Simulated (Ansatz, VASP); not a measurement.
One calculation of ZnO, two programs

```
Zn O
1.0
     3.38661    0.00000    0.00000
    -1.69330    2.93289    0.00000
     0.00000    0.00000    7.02348
Zn O
2 2
Direct
  0.00000 0.00000 0.75000
  0.00000 0.00000 0.25000
  0.33333 0.66667 0.25000
  0.66667 0.33333 0.75000
```

Change from the starting cell: strain +0.030 along x and y, -0.015 along z, atoms carried along.

Alike in both runs: task single point; functional PBE; dispersion D3(BJ); k mesh 9 × 9 × 4; occupations gaussian, width 0.05 eV; no spin polarisation.

|  | VASP | Ansatz |
| --- | --- | --- |
| version | VASP 6.6.1 | Ansatz 0.2.0 |
| potentials or method | VASP PAW PBE potentials, release 64 (Zn, O), cutoff 520 eV | scalar-relativistic, plane waves, PAW |
| valence electrons in the cell | 36 | 36 |

|  | VASP | Ansatz | Ansatz less VASP |
| --- | --- | --- | --- |
| gap on the k mesh at the Fermi level (eV) | 0.74 | 0.74 | +0.003 |
| least direct gap on the mesh (eV) | 0.74 | 0.74 | +0.003 |
| pressure (GPa) | -8.2 | -8.8 | -0.59 |
| traceless stress, the component that is largest in VASP (GPa) | 6.77 | 7.41 | +0.641 |
